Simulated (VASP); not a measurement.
# NaMo6Se8 (P1) in VASP: single point with LDA

Aim: the single point of NaMo6Se8 with LDA.

Everything below comes from runs of VASP 6.6.1. Logs are shortened: lines on timing, memory, paths and dates and some standing lists are left out, and cuts for length are marked.

### Step 1. The cell of the first run

The typed cell holds 15 atoms: a = 6.810 Å, b = 6.815 Å, c = 6.815 Å, α = 90.07°, β = 90.00°, γ = 90.03°.

### Step 2. Single point, LDA

INCAR

```
PREC     = Accurate       # precision mode
ENCUT    = 520            # plane-wave cutoff, eV
EDIFF    = 1E-6           # SCF threshold, eV
ISMEAR   = -1             # smearing method
SIGMA    = 0.05           # smearing width, eV
LREAL    = Auto         
LASPH    = True           # aspherical terms in the spheres
NELM     = 100            # most SCF steps
ALGO     = Fast           # electronic algorithm
ISIF     = 2              # what is computed and relaxed
LWAVE    = False          # write WAVECAR
LCHARG   = True           # write CHGCAR
GGA      = CA             # functional
LELF     = True           # ELF
LVHAR    = True         
NBANDS   = 82             # bands
```

KPOINTS

```
regular mesh
0
Gamma
  3 3 3
```

POSCAR

```
NaMo6Se8
1.0
    4.8168210000      2.7792770000      3.9306500000
   -4.8205900000      2.7848540000      3.9313220000
    0.0029460000     -5.5659350000      3.9322620000
Mo Na Se
6 1 8
Direct
    0.4186930000      0.5539660000      0.2317900000
    0.2396400000      0.4183790000      0.5535530000
    0.5668350000      0.2403770000      0.4076530000
    0.5752170000      0.4633480000      0.7597050000
    0.7835580000      0.5947660000      0.4372870000
    0.4464110000      0.7717530000      0.5907090000
    0.0091610000      0.0042230000      0.0070690000
    0.7587210000      0.3660620000      0.1080530000
    0.1002690000      0.7675450000      0.3622540000
    0.3783400000      0.1329700000      0.7593410000
    0.2406830000      0.6202240000      0.8839120000
    0.8684050000      0.2493990000      0.6355340000
    0.6328680000      0.8750840000      0.2454810000
    0.2294140000      0.2391650000      0.2273360000
    0.7588490000      0.7741090000      0.7675960000
```

Potentials or basis: VASP PAW LDA potentials, release 64 (Mo_sv, Na_pv, Se).

Run with:

```bash
$ cat potpaw_LDA.64/Mo_sv/POTCAR potpaw_LDA.64/Na_pv/POTCAR potpaw_LDA.64/Se/POTCAR > POTCAR
$ mpirun -np 1 vasp_std > vasp.out
```

OUTCAR:

```text
PREC = Accurate
   ENCUT = 520
   EDIFF = 1E-6
   ISMEAR = -1
   LREAL = Auto
   LASPH = True
   NELM = 100
   ISIF = 2
   GGA = CA

 ion  position               nearest neighbor table
   1  0.419  0.554  0.232-  14 2.50  13 2.63   3 2.65   2 2.67  11 2.70   9 2.76   8 2.78   5 2.87
                             6 2.87   4 3.44
   2  0.240  0.418  0.554-  14 2.54  10 2.58  11 2.64   1 2.67   4 2.70   3 2.72   6 2.80  12 2.83
                             9 2.88   5 3.42
   3  0.567  0.240  0.408-   8 2.57  12 2.58  14 2.61   1 2.65   2 2.72  13 2.76  10 2.82   5 2.84
                             4 2.84
   4  0.575  0.463  0.760-  15 2.46   6 2.55  12 2.61  10 2.62  11 2.66   2 2.70   8 2.76   5 2.77
                             3 2.84   1 3.44
   5  0.784  0.595  0.437-   9 2.51  13 2.53  15 2.57   8 2.74   4 2.77  12 2.78   6 2.80   3 2.84
                             1 2.87   2 3.42
   6  0.446  0.772  0.591-  15 2.45   4 2.55  11 2.65  10 2.76  13 2.77   5 2.80   2 2.80   9 2.83
                             1 2.87
   7  0.009  0.004  0.007-  14 2.66
   8  0.759  0.366  0.108-   3 2.57   5 2.74   4 2.76   1 2.78
   9  0.100  0.768  0.362-   5 2.51   1 2.76   6 2.83   2 2.88
  10  0.378  0.133  0.759-   2 2.58   4 2.62   6 2.76   3 2.82
  11  0.241  0.620  0.884-   2 2.64   6 2.65   4 2.66   1 2.70
  12  0.868  0.249  0.636-   3 2.58   4 2.61   5 2.78   2 2.83
  13  0.633  0.875  0.245-   5 2.53   1 2.63   3 2.76   6 2.77
  14  0.229  0.239  0.227-   1 2.50   2 2.54   3 2.61   7 2.66
  15  0.759  0.774  0.768-   6 2.45   4 2.46   5 2.57

  LATTYP: Found a triclinic cell.
 ALAT       =     6.8153350921
 B/A-ratio  =     0.9999303846
 C/A-ratio  =     0.9992177813
 COS(alpha) =     0.0000271682
 COS(beta)  =     0.0005900927
 COS(gamma) =     0.0011955868

  Lattice vectors:

 A1 = (  -4.8205900000,   2.7848540000,   3.9313220000)
 A2 = (  -0.0029460000,   5.5659350000,  -3.9322620000)
 A3 = (  -4.8168210000,  -2.7792770000,  -3.9306500000)

Analysis of symmetry for initial positions (statically):
=====================================================================
 Subroutine PRICEL returns:
 Original cell was already a primitive cell.

 Routine SETGRP: Setting up the symmetry group for a
 triclinic supercell.

 Subroutine GETGRP returns: Found  1 space group operations
 (whereof  1 operations were pure point group operations)
 out of a pool of  2 trial point group operations.

The static configuration has the point symmetry C_1 .

Analysis of symmetry for dynamics (positions and initial velocities):
=====================================================================
 Subroutine PRICEL returns:
 Original cell was already a primitive cell.

 Routine SETGRP: Setting up the symmetry group for a
 triclinic supercell.

 Subroutine GETGRP returns: Found  1 space group operations
 (whereof  1 operations were pure point group operations)
 out of a pool of  2 trial point group operations.

The dynamic configuration has the point symmetry C_1 .

 Subroutine INISYM returns: Found  1 space group operations
 (whereof  1 operations are pure point group operations),
 and found     1 'primitive' translations

----------------------------------------------------------------------------------------

                                     Primitive cell

  volume of cell :     316.2942

  direct lattice vectors                    reciprocal lattice vectors
     4.816821000  2.779277000  3.930650000     0.103802923  0.059967609  0.084803609
    -4.820590000  2.784854000  3.931322000    -0.103721762  0.059847524  0.084789110
     0.002946000 -5.565935000  3.932262000    -0.000063402 -0.119776244  0.084768869

  length of vectors
     6.810004010  6.815335092  6.814860640     0.146842817  0.146728059  0.146738249

  position of ions in fractional coordinates (direct lattice)
     0.418693000  0.553966000  0.231790000
     0.239640000  0.418379000  0.553553000
     0.566835000  0.240377000  0.407653000
     0.575217000  0.463348000  0.759705000
[... 43 lines left out ...]
    -0.000021134 -0.039925415  0.028256290     0.000000000  0.000000000  0.333333333

  Length of vectors
     0.048947606  0.048909353  0.048912750

  Shift w.r.t. Gamma in fractional coordinates (k-lattice)
     0.000000000  0.000000000  0.000000000

 Subroutine IBZKPT returns following result:
 ===========================================

 Found     14 irreducible k-points:

 Following reciprocal coordinates:
            Coordinates               Weight
  0.000000  0.000000  0.000000      1.000000
  0.333333  0.000000 -0.000000      2.000000
  0.000000  0.333333  0.000000      2.000000
  0.333333  0.333333  0.000000      2.000000
 -0.333333  0.333333 -0.000000      2.000000
  0.000000  0.000000  0.333333      2.000000
  0.333333  0.000000  0.333333      2.000000
 -0.333333 -0.000000  0.333333      2.000000
  0.000000  0.333333  0.333333      2.000000
  0.333333  0.333333  0.333333      2.000000
 -0.333333  0.333333  0.333333      2.000000
 -0.000000 -0.333333  0.333333      2.000000
  0.333333 -0.333333  0.333333      2.000000
 -0.333333 -0.333333  0.333333      2.000000
   k-points           NKPTS =     14   k-points in BZ     NKDIM =     14   number of bands    NBANDS=     82
   number of dos      NEDOS =    301   number of ions     NIONS =     15
   total plane-waves  NPLWV = 157464
   dimension x,y,z NGX =    54 NGY =   54 NGZ =   54
   dimension x,y,z NGXF=   108 NGYF=  108 NGZF=  108
   ions per type =               6   1   8
   NGX,Y,Z   is equivalent  to a cutoff of  13.18, 13.17, 13.17 a.u.
   NGXF,Y,Z  is equivalent  to a cutoff of  26.36, 26.34, 26.35 a.u.
 SYSTEM =  unknown system
   PREC   = accura    normal or accurate (medium, high low for compatibility)
   ISTART =      0    job   : 0-new  1-cont  2-samecut
   ICHARG =      2    charge: 1-file 2-atom 10-const
   ISPIN  =      1    spin polarized calculation?
   LNONCOLLINEAR =      F non collinear calculations
   LSORBIT =      F    spin-orbit coupling
   LASPH  =      T    aspherical Exc in radial PAW
   ENCUT  =  520.0 eV  38.22 Ry    6.18 a.u.  12.66 12.67 12.67*2*pi/ulx,y,z
   NELM   =    100;   NELMIN=  2; NELMDL= -5     # of ELM steps
   EDIFF  = 0.1E-05   stopping-criterion for ELM
   LREAL  =      T    real-space projection
   EDIFFG = 0.1E-04   stopping-criterion for IOM
   NSW    =      0    number of steps for IOM
   IBRION =     -1    ionic relax: 0-MD 1-quasi-New 2-CG
   NFREE  =      0    steps in history (QN), initial steepest desc. (CG)
   ISIF   =      2    stress and relaxation
   ISYM   =      2    0-nonsym 1-usesym 2-fastsym
   POTIM  = 0.5000    time-step for ionic-motion
   TEBEG  =    0.0;   TEEND  =   0.0 temperature during run
   PSTRESS=    0.0 pullay stress
   NELECT =     139.0000    total number of electrons
   NUPDOWN=      -1.0000    fix difference up-down
   EMIN   =  10.00;   EMAX   =-10.00  energy-range for DOS
   EFERMI =   0.00;   METHOD = LEGACY
   ISMEAR =    -1;   SIGMA  =   0.05  broadening in eV -4-tet -1-fermi 0-gaus
   EFERMI_NEDOS =   21; number of points for ismear=-14 and -15
   IALGO  =     68    algorithm
   IMIX   =      4    mixing-type and parameters
     AMIX     =   0.40;   BMIX     =  1.00
     AMIX_MAG =   1.60;   BMIX_MAG =  1.00
  volume/ion in A,a.u.               =      21.09       142.30
  Fermi-wavevector in a.u.,A,eV,Ry     =   1.244656  2.352059 21.077721  1.549169
  Thomas-Fermi vector in A             =   2.378913
   LORBIT       =      0    0 simple, 1 ext, 2 COOP (PROOUT), +10 PAW based schemes
   GGA     = CA    functional components
   LHFCALC =     F    Hartree Fock is set to
   AEXX    =    0.0000 exact exchange contribution
   IVDW    =     0    specifies the selected vdW correction
   LEPSILON=     F    determine dielectric tensor
   LRPA    =     F    only Hartree local field effects (RPA)
 non-spin polarized calculation
 RMM-DIIS sequential band-by-band and
  energy-cutoff  :      520.00
  volume of cell :      316.29
 maximum number of plane-waves:      8558
 NGX is ok and might be reduce to    50
   NGX = 25   NGY = 25   NGZ = 25

 number of electron     139.0000007 magnetization

 Free energy of the ion-electron system (eV)
  ---------------------------------------------------
  ext. energy  EPLUGINS =         0.00000000
  ---------------------------------------------------
  free energy    TOTEN  =      -115.30136043 eV

  energy without entropy =     -115.21257548  energy(sigma->0) =     -115.25696795

 E-fermi :   5.6657     XC(G=0): -10.6798

 val. band max:        5.6650546552   @ k =  -0.3333   0.3333  -0.0000
 cond. band min:       5.6795319927   @ k =   0.3333   0.0000  -0.0000
 fundamental gap:      0.0144773374
 Fermi energy:         5.6656675944

 k-point     1 :       0.0000    0.0000    0.0000
  band No.  band energies     occupation
      1     -54.7964      2.00000
      2     -54.7145      2.00000
      3     -54.6950      2.00000
      4     -54.6521      2.00000
      5     -54.6383      2.00000
      6     -54.5907      2.00000
[... 1165 lines left out ...]
     80       8.1039      0.00000
     81       8.2866      0.00000
 [bands above 81 left out]

------------------------ aborting loop because EDIFF is reached ----------------------------------------

  FORCE on cell =-STRESS in cart. coord.  units (eV):
  Direction    XX          YY          ZZ          XY          YZ          ZX
  --------------------------------------------------------------------------------------
  -------------------------------------------------------------------------------------
  Total      -17.6422424    -17.2423403    -15.9657089     -2.8183401      2.9366584      1.6252798
  in kB      -89.3661799    -87.3404892    -80.8737561    -14.2762059     14.8755432      8.2327996
  external PRESSURE =     -85.8601417 kB  Pullay stress =       0.0000000 kB

 VOLUME and BASIS-vectors are now :
 -----------------------------------------------------------------------------
  energy-cutoff  :      520.00
  volume of cell :      316.29
      direct lattice vectors                 reciprocal lattice vectors
     4.816821000  2.779277000  3.930650000     0.103802923  0.059967609  0.084803609
    -4.820590000  2.784854000  3.931322000    -0.103721762  0.059847524  0.084789110
     0.002946000 -5.565935000  3.932262000    -0.000063402 -0.119776244  0.084768869

 POSITION                                       TOTAL-FORCE (eV/Angst)
 -----------------------------------------------------------------------------------
     -0.65299      1.41625      4.73501         0.011151      0.005967      1.208898
     -0.86090     -1.24989      4.76344        -0.703233      0.440254      0.179672
      1.57278     -0.02416      4.77603        -0.777003     -0.961275      0.349010
      0.53934     -1.33942      7.06991         1.271781     -0.615914     -0.893970
      0.90842      1.40015      7.13764        -0.395527     -1.617807     -1.543012
     -1.56828      0.10207      7.11152        -0.556302      1.041715     -1.660948
      0.02379     -0.00212      0.08041         0.033363      0.090344     -0.371867
      1.89031      2.52671      4.84627        -1.381123     -0.727522      0.829780
     -3.21597      0.39989      4.83607         2.235348     -0.297831      1.140386
      1.18364     -2.80463      4.99580         0.104053      1.191710     -0.138822
     -1.82791     -2.52364      6.86011         0.677821      1.085709     -0.197997
      2.98257     -0.42926      6.89295        -0.780185      1.219902     -0.031774
     -1.16929      2.82957      6.89312        -0.449707     -1.136729     -0.369680
     -0.04720      0.03831      2.73593         0.347225     -0.169802      1.215002
     -0.07416     -0.00756      9.04443         0.362340      0.451280      0.285322
 -----------------------------------------------------------------------------------
    total drift:                               -0.014172     -0.000369     -0.000037

  FREE ENERGIE OF THE ION-ELECTRON SYSTEM (eV)
  ---------------------------------------------------
  free  energy   TOTEN  =      -115.3013604259 eV

  energy  without entropy=     -115.2125754787  energy(sigma->0) =     -115.25696795
```

Run time: 11 min. Hardware: 1 thread of Intel Xeon Platinum 8488C (Sapphire Rapids), shared host; peak memory 0.44 GiB.

What came out:

```
Free energy            : -115.3014 eV
Pressure               : -8.6 GPa
Largest force          : 2.527 eV/Å
Band gap on the k mesh : zero (an odd number of electrons rules out a gap without spin polarisation)
```

Forces in eV/Å, atoms in the order of the input:
```
Mo   0.011  0.006  1.209
Mo  -0.703  0.440  0.180
Mo  -0.777 -0.961  0.349
Mo   1.272 -0.616 -0.894
Mo  -0.396 -1.618 -1.543
Mo  -0.556  1.042 -1.661
Na   0.033  0.090 -0.372
Se  -1.381 -0.728  0.830
Se   2.235 -0.298  1.140
Se   0.104  1.192 -0.139
Se   0.678  1.086 -0.198
Se  -0.780  1.220 -0.032
Se  -0.450 -1.137 -0.370
Se   0.347 -0.170  1.215
Se   0.362  0.451  0.285
```

Levels at points of the mesh, in eV from the Fermi level:
```tsv
k point	band 67	band 68	band 69	band 70	band 71	band 72
(0.00, 0.00, 0.00)	-0.37	-0.24	-0.18	0.11	0.21	1.51
```

Caveat: the cell stands under tension; forces of over 1 eV/Å act on the atoms, so gaps and moduli don't describe the material at rest.
